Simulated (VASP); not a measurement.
# Bi (Pm-3m) in VASP: further runs

Runs on Bi. Level: PBE. Tasks: single point.

All numbers are computed with VASP 6.6.1; they aren't measurements. Logs are shortened: lines on timing, memory, paths and dates and some standing lists are left out, and cuts for length are marked.

## 1. The cell of the first run

It takes space group Pm-3m (No. 221, cubic). The conventional cell has a = 3.255 Å, b = 3.255 Å, c = 3.255 Å, α = 90.00°, β = 90.00°, γ = 90.00°. Bi (site symmetry m-3m) has 6 Bi at 3.25 Å within 4.3 Å.

This isn't the form of Bi at room conditions, which is rhombohedral.

## 2. Single point, PBE

File INCAR:

```
ALGO = Normal
EDIFF = 1E-6
ENCUT = 520
GGA = PE
ISIF = 2
ISMEAR = -1
LASPH = True
LCHARG = False
LREAL = False
LWAVE = False
NBANDS = 14
NELM = 60
PREC = Accurate
SIGMA = 0.06122561905347299
```

File KPOINTS:

```
k-points
0
Gamma
  17 17 17
```

File POSCAR:

```
Bi
1.0
    3.2547724819      0.0000000000      0.0000000000
    0.0000000000      3.2547724819      0.0000000000
    0.0000000000      0.0000000000      3.2547724819
Bi
1
Direct
    0.0000000000      0.0000000000      0.0000000000
```

Potentials or basis: VASP PAW PBE potentials, release 64 (Bi_d).

Launch:

```console
> cat potpaw_PBE.64/Bi_d/POTCAR > POTCAR
> mpirun -np 1 vasp_std > vasp.out
```

OUTCAR:

```text
EDIFF = 1E-6
   ENCUT = 520
   GGA = PE
   ISIF = 2
   ISMEAR = -1
   LASPH = True
   LREAL = False
   NELM = 60
   PREC = Accurate

 ion  position               nearest neighbor table
   1  0.000  0.000  0.000-

  LATTYP: Found a simple cubic cell.
 ALAT       =     3.2547724819

  Lattice vectors:

 A1 = (   3.2547724819,   0.0000000000,   0.0000000000)
 A2 = (   0.0000000000,   3.2547724819,   0.0000000000)
 A3 = (   0.0000000000,   0.0000000000,   3.2547724819)

Analysis of symmetry for initial positions (statically):
=====================================================================
 Subroutine PRICEL returns:
 Original cell was already a primitive cell.

 Routine SETGRP: Setting up the symmetry group for a
 simple cubic supercell.

 Subroutine GETGRP returns: Found 48 space group operations
 (whereof 48 operations were pure point group operations)
 out of a pool of 48 trial point group operations.

The static configuration has the point symmetry O_h .

Analysis of symmetry for dynamics (positions and initial velocities):
=====================================================================
 Subroutine PRICEL returns:
 Original cell was already a primitive cell.

 Routine SETGRP: Setting up the symmetry group for a
 simple cubic supercell.

 Subroutine GETGRP returns: Found 48 space group operations
 (whereof 48 operations were pure point group operations)
 out of a pool of 48 trial point group operations.

The dynamic configuration has the point symmetry O_h .

 Subroutine INISYM returns: Found 48 space group operations
 (whereof 48 operations are pure point group operations),
 and found     1 'primitive' translations

----------------------------------------------------------------------------------------

                                     Primitive cell

  volume of cell :      34.4796

  direct lattice vectors                    reciprocal lattice vectors
     3.254772482  0.000000000  0.000000000     0.307241138  0.000000000  0.000000000
     0.000000000  3.254772482  0.000000000     0.000000000  0.307241138  0.000000000
     0.000000000  0.000000000  3.254772482     0.000000000  0.000000000  0.307241138

  length of vectors
     3.254772482  3.254772482  3.254772482     0.307241138  0.307241138  0.307241138

  position of ions in fractional coordinates (direct lattice)
     0.000000000  0.000000000  0.000000000

  ion indices of the primitive-cell ions
   primitive index   ion index
                 1           1

----------------------------------------------------------------------------------------

 KPOINTS: k-points

Automatic generation of k-mesh.
 Grid dimensions read from file:
 generate k-points for:   17   17   17

 Generating k-lattice:

  Cartesian coordinates                     Fractional coordinates (reciprocal lattice)
     0.018073008  0.000000000  0.000000000     0.058823529  0.000000000  0.000000000
     0.000000000  0.018073008  0.000000000     0.000000000  0.058823529  0.000000000
     0.000000000  0.000000000  0.018073008     0.000000000  0.000000000  0.058823529

  Length of vectors
     0.018073008  0.018073008  0.018073008

  Shift w.r.t. Gamma in fractional coordinates (k-lattice)
     0.000000000  0.000000000  0.000000000

 Subroutine IBZKPT returns following result:
 ===========================================

 Found    165 irreducible k-points:

 Following reciprocal coordinates:
            Coordinates               Weight
  0.000000  0.000000  0.000000      1.000000
  0.058824  0.000000  0.000000      6.000000
  0.117647  0.000000  0.000000      6.000000
  0.176471  0.000000  0.000000      6.000000
  0.235294  0.000000  0.000000      6.000000
  0.294118  0.000000  0.000000      6.000000
[... 16 lines left out ...]
  0.411765  0.117647  0.000000     24.000000
  0.470588  0.117647  0.000000     24.000000
 [... further k-points ...]
   k-points           NKPTS =    165   k-points in BZ     NKDIM =    165   number of bands    NBANDS=     14
   number of dos      NEDOS =    301   number of ions     NIONS =      1
   total plane-waves  NPLWV =  13824
   dimension x,y,z NGX =    24 NGY =   24 NGZ =   24
   dimension x,y,z NGXF=    48 NGYF=   48 NGZF=   48
   ions per type =               1
   NGX,Y,Z   is equivalent  to a cutoff of  12.26, 12.26, 12.26 a.u.
   NGXF,Y,Z  is equivalent  to a cutoff of  24.52, 24.52, 24.52 a.u.
 SYSTEM =  unknown system
   PREC   = accura    normal or accurate (medium, high low for compatibility)
   ISTART =      0    job   : 0-new  1-cont  2-samecut
   ICHARG =      2    charge: 1-file 2-atom 10-const
   ISPIN  =      1    spin polarized calculation?
   LNONCOLLINEAR =      F non collinear calculations
   LSORBIT =      F    spin-orbit coupling
   LASPH  =      T    aspherical Exc in radial PAW
   ENCUT  =  520.0 eV  38.22 Ry    6.18 a.u.   6.05  6.05  6.05*2*pi/ulx,y,z
   NELM   =     60;   NELMIN=  2; NELMDL= -5     # of ELM steps
   EDIFF  = 0.1E-05   stopping-criterion for ELM
   LREAL  =      F    real-space projection
   EDIFFG = 0.1E-04   stopping-criterion for IOM
   NSW    =      0    number of steps for IOM
   IBRION =     -1    ionic relax: 0-MD 1-quasi-New 2-CG
   NFREE  =      0    steps in history (QN), initial steepest desc. (CG)
   ISIF   =      2    stress and relaxation
   ISYM   =      2    0-nonsym 1-usesym 2-fastsym
   POTIM  = 0.5000    time-step for ionic-motion
   TEBEG  =    0.0;   TEEND  =   0.0 temperature during run
   PSTRESS=    0.0 pullay stress
   NELECT =      15.0000    total number of electrons
   NUPDOWN=      -1.0000    fix difference up-down
   EMIN   =  10.00;   EMAX   =-10.00  energy-range for DOS
   EFERMI =   0.00;   METHOD = LEGACY
   ISMEAR =    -1;   SIGMA  =   0.06  broadening in eV -4-tet -1-fermi 0-gaus
   EFERMI_NEDOS =   21; number of points for ismear=-14 and -15
   IALGO  =     38    algorithm
   IMIX   =      4    mixing-type and parameters
     AMIX     =   0.40;   BMIX     =  1.00
     AMIX_MAG =   1.60;   BMIX_MAG =  1.00
  volume/ion in A,a.u.               =      34.48       232.68
  Fermi-wavevector in a.u.,A,eV,Ry     =   1.240465  2.344139 20.936021  1.538754
  Thomas-Fermi vector in A             =   2.374905
   LORBIT       =      0    0 simple, 1 ext, 2 COOP (PROOUT), +10 PAW based schemes
   GGA     = PE    functional components
   LHFCALC =     F    Hartree Fock is set to
   AEXX    =    0.0000 exact exchange contribution
   IVDW    =     0    specifies the selected vdW correction
   LEPSILON=     F    determine dielectric tensor
   LRPA    =     F    only Hartree local field effects (RPA)
 non-spin polarized calculation
  energy-cutoff  :      520.00
  volume of cell :       34.48
 maximum number of plane-waves:       943
   NGX = 13   NGY = 13   NGZ = 13

 number of electron      14.9999996 magnetization

 Free energy of the ion-electron system (eV)
  ---------------------------------------------------
  ext. energy  EPLUGINS =         0.00000000
  ---------------------------------------------------
  free energy    TOTEN  =        -3.84466501 eV

  energy without entropy =       -3.83709816  energy(sigma->0) =       -3.84088158

 E-fermi :   6.5439     XC(G=0):  -9.6652

 val. band max:        6.5370910555   @ k =   0.2353   0.2353   0.2353
 cond. band min:       6.5598895886   @ k =   0.4118   0.2941   0.2941
 fundamental gap:      0.0227985331
 Fermi energy:         6.5439046215

 k-point     1 :       0.0000    0.0000    0.0000
  band No.  band energies     occupation
      1     -16.4021      2.00000
      2     -16.4021      2.00000
      3     -16.0839      2.00000
      4     -16.0839      2.00000
      5     -16.0839      2.00000
      6      -6.5418      2.00000
      7       9.6893      0.00000
      8       9.6893      0.00000
      9       9.6893      0.00000
     10      12.8521      0.00000
     11      14.3617      0.00000
     12      14.3617      0.00000
     13      23.4536      0.00000
     14      23.4536      0.00000

 k-point     2 :       0.0588    0.0000    0.0000
  band No.  band energies     occupation
      1     -16.4017      2.00000
      2     -16.3931      2.00000
      3     -16.0867      2.00000
      4     -16.0867      2.00000
      5     -16.0836      2.00000
      6      -6.4990      2.00000
      7       9.0479      0.00000
      8       9.7375      0.00000
      9       9.7375      0.00000
     10      13.1243      0.00000
     11      14.3956      0.00000
     12      14.8500      0.00000
     13      23.1075      0.00000
     14      23.3605      0.00000

 k-point     3 :       0.1176    0.0000    0.0000
  band No.  band energies     occupation
      1     -16.4004      2.00000
      2     -16.3674      2.00000
      3     -16.0947      2.00000
      4     -16.0947      2.00000
      5     -16.0830      2.00000
      6      -6.3716      2.00000
      7       7.7748      0.00000
      8       9.8792      0.00000
      9       9.8792      0.00000
     10      13.4264      0.00000
     11      14.4974      0.00000
     12      16.1793      0.00000
     13      22.3073      0.00000
     14      22.9633      0.00000

 k-point     4 :       0.1765    0.0000    0.0000
  band No.  band energies     occupation
      1     -16.3984      2.00000
      2     -16.3282      2.00000
      3     -16.1068      2.00000
      4     -16.1068      2.00000
      5     -16.0820      2.00000
      6      -6.1639      2.00000
      7       6.3984      1.82998
      8      10.1055      0.00000
      9      10.1055      0.00000
     10      13.6839      0.00000
     11      14.6679      0.00000
     12      17.8962      0.00000
     13      21.3659      0.00000
     14      22.2010      0.00000

 k-point     5 :       0.2353    0.0000    0.0000
  band No.  band energies     occupation
      1     -16.3960      2.00000
      2     -16.2811      2.00000
      3     -16.1213      2.00000
      4     -16.1213      2.00000
      5     -16.0808      2.00000
      6      -5.8850      2.00000
      7       5.0747      2.00000
      8      10.4001      0.00000
      9      10.4001      0.00000
     10      13.9829      0.00000
     11      14.9082      0.00000
[... 276 lines left out ...]
 k-point    22 :       0.3529    0.1176    0.0000
  band No.  band energies     occupation
      1     -16.3665      2.00000
      2     -16.1751      2.00000
      3     -16.1630      2.00000
      4     -16.1487      2.00000
      5     -16.0891      2.00000
      6      -5.0339      2.00000
      7       3.0333      2.00000
      8       9.2042      0.00000
      9      11.2732      0.00000
     10      15.1397      0.00000
     11      15.7526      0.00000
     12      18.1216      0.00000
     13      18.7574      0.00000
     14      19.7449      0.00000

 k-point    23 :       0.4118    0.1176    0.0000
  band No.  band energies     occupation
      1     -16.3647      2.00000
      2     -16.1736      2.00000
      3     -16.1587      2.00000
      4     -16.1419      2.00000
      5     -16.0882      2.00000
      6      -4.7218      2.00000
      7       2.2666      2.00000
      8       9.5298      0.00000
      9      11.5613      0.00000
     10      14.8994      0.00000
     11      15.9364      0.00000
     12      17.9049      0.00000
     13      18.4385      0.00000
     14      19.1556      0.00000

 k-point    24 :       0.4706    0.1176    0.0000
  band No.  band energies     occupation
      1     -16.3637      2.00000
      2     -16.1792      2.00000
      3     -16.1641      2.00000
      4     -16.1241      2.00000
      5     -16.0878      2.00000
      6      -4.5303      2.00000
      7       1.8456      2.00000
      8       9.7312      0.00000
      9      11.7301      0.00000
     10      14.6021      0.00000
     11      16.4814      0.00000
     12      17.1454      0.00000
     13      18.7238      0.00000
     14      18.8348      0.00000

 [... further k-points ...]
[... 5 lines left out ...]
  --------------------------------------------------------------------------------------
  -------------------------------------------------------------------------------------
  Total        0.1925676      0.1925676      0.1925676     -0.0000000     -0.0000000     -0.0000000
  in kB        8.9481223      8.9481223      8.9481223     -0.0000000     -0.0000000     -0.0000000
  external PRESSURE =       8.9481223 kB  Pullay stress =       0.0000000 kB

 VOLUME and BASIS-vectors are now :
 -----------------------------------------------------------------------------
  energy-cutoff  :      520.00
  volume of cell :       34.48
      direct lattice vectors                 reciprocal lattice vectors
     3.254772482  0.000000000  0.000000000     0.307241138  0.000000000  0.000000000
     0.000000000  3.254772482  0.000000000     0.000000000  0.307241138  0.000000000
     0.000000000  0.000000000  3.254772482     0.000000000  0.000000000  0.307241138

 POSITION                                       TOTAL-FORCE (eV/Angst)
 -----------------------------------------------------------------------------------
      0.00000      0.00000      0.00000         0.000000      0.000000      0.000000
 -----------------------------------------------------------------------------------
    total drift:                                0.000000     -0.000000      0.000000

  FREE ENERGIE OF THE ION-ELECTRON SYSTEM (eV)
  ---------------------------------------------------
  free  energy   TOTEN  =        -3.8446650121 eV

  energy  without entropy=       -3.8370981563  energy(sigma->0) =       -3.84088158
```

Wall time 37 s (1 thread of Intel Xeon 8259CL, shared host); peak memory 0.19 GiB.

Results:

- Free energy: -3.8447 eV
- Pressure: 0.9 GPa
- Band gap on the k mesh: zero (an odd number of electrons rules out a gap without spin polarisation)

Caveat: spin-orbit coupling is left out, which moves the levels of the heavy elements.

## 3. Single point, PBE

This run uses another cell than the first one, of 35.18 Å³/atom.

File INCAR:

```
PREC = Accurate
ENCUT = 520
EDIFF = 1E-6
ISMEAR = -1
SIGMA = 0.06122561905347299
LREAL = False
LASPH = True
NELM = 80
ALGO = Normal
ISIF = 2
LWAVE = False
LCHARG = False
GGA = PE
NBANDS = 14
```

File KPOINTS:

```
regular mesh
0
Gamma
  17 17 17
```

File POSCAR:

```
Bi
1.0
    3.2767648550      0.0000000000      0.0000000000
    0.0000000000      3.2767648550      0.0000000000
    0.0000000000      0.0000000000      3.2767648550
Bi
1
Direct
    0.0000000000      0.0000000000      0.0000000000
```

Potentials or basis: VASP PAW PBE potentials, release 64 (Bi_d).

Launch:

```console
> cat potpaw_PBE.64/Bi_d/POTCAR > POTCAR
> mpirun -np 1 vasp_std > vasp.out
```

OUTCAR:

```text
PREC = Accurate
   ENCUT = 520
   EDIFF = 1E-6
   ISMEAR = -1
   LREAL = False
   LASPH = True
   NELM = 80
   ISIF = 2
   GGA = PE

 ion  position               nearest neighbor table
   1  0.000  0.000  0.000-

  LATTYP: Found a simple cubic cell.
 ALAT       =     3.2767648550

  Lattice vectors:

 A1 = (   3.2767648550,   0.0000000000,   0.0000000000)
 A2 = (   0.0000000000,   3.2767648550,   0.0000000000)
 A3 = (   0.0000000000,   0.0000000000,   3.2767648550)

Analysis of symmetry for initial positions (statically):
=====================================================================
 Subroutine PRICEL returns:
 Original cell was already a primitive cell.

 Routine SETGRP: Setting up the symmetry group for a
 simple cubic supercell.

 Subroutine GETGRP returns: Found 48 space group operations
 (whereof 48 operations were pure point group operations)
 out of a pool of 48 trial point group operations.

The static configuration has the point symmetry O_h .

[... 165 lines left out ...]
  band No.  band energies     occupation
      1     -16.6058      2.00000
      2     -16.6058      2.00000
      3     -16.3082      2.00000
      4     -16.3082      2.00000
      5     -16.3082      2.00000
      6      -6.6454      2.00000
      7       9.4050      0.00000
      8       9.4050      0.00000
      9       9.4050      0.00000
     10      12.5121      0.00000
     11      14.0713      0.00000
     12      14.0713      0.00000
     13      23.1434      0.00000
     14      23.1434      0.00000
[... 377 lines left out ...]
      1     -16.5699      2.00000
      2     -16.3972      2.00000
      3     -16.3832      2.00000
      4     -16.3441      2.00000
      5     -16.3119      2.00000
      6      -4.7055      2.00000
      7       1.7286      2.00000
      8       9.4251      0.00000
      9      11.3784      0.00000
     10      14.3416      0.00000
     11      16.1604      0.00000
     12      16.8380      0.00000
     13      18.3207      0.00000
     14      18.5031      0.00000

 [... further k-points ...]

------------------------ aborting loop because EDIFF is reached ----------------------------------------

  FORCE on cell =-STRESS in cart. coord.  units (eV):
  Direction    XX          YY          ZZ          XY          YZ          ZX
  --------------------------------------------------------------------------------------
  -------------------------------------------------------------------------------------
  Total       -0.0172953     -0.0172953     -0.0172953     -0.0000000     -0.0000000      0.0000000
  in kB       -0.7875938     -0.7875938     -0.7875938     -0.0000000     -0.0000000      0.0000000
  external PRESSURE =      -0.7875938 kB  Pullay stress =       0.0000000 kB

 VOLUME and BASIS-vectors are now :
 -----------------------------------------------------------------------------
  energy-cutoff  :      520.00
  volume of cell :       35.18
      direct lattice vectors                 reciprocal lattice vectors
     3.276764855  0.000000000  0.000000000     0.305179054  0.000000000  0.000000000
     0.000000000  3.276764855  0.000000000     0.000000000  0.305179054  0.000000000
     0.000000000  0.000000000  3.276764855     0.000000000  0.000000000  0.305179054

 POSITION                                       TOTAL-FORCE (eV/Angst)
 -----------------------------------------------------------------------------------
      0.00000      0.00000      0.00000         0.000000      0.000000      0.000000
 -----------------------------------------------------------------------------------
    total drift:                                0.000000     -0.000000      0.000000

  FREE ENERGIE OF THE ION-ELECTRON SYSTEM (eV)
  ---------------------------------------------------
  free  energy   TOTEN  =        -3.8467286973 eV

  energy  without entropy=       -3.8390387518  energy(sigma->0) =       -3.84288372
```

Wall time 36 s (1 thread of Intel Xeon 8259CL, shared host); peak memory 0.19 GiB.

Results:

```yaml
Free_energy: -3.8467 eV
Pressure: -0.1 GPa
Band_gap_on_the_k_mesh: zero (an odd number of electrons rules out a gap without spin polarisation)
```

Levels at points of the mesh, in eV from the Fermi level:
```
           k point  band 3  band 4  band 5  band 6  band 7  band 8  band 9  band 10  band 11  band 12
(0.00, 0.00, 0.00)  -22.62  -22.62  -22.62  -12.95    3.10    3.10    3.10     6.20     7.76     7.76
```

Caveat: spin-orbit coupling is left out, which moves the levels of the heavy elements.

(Continued in part 2 of 2.)
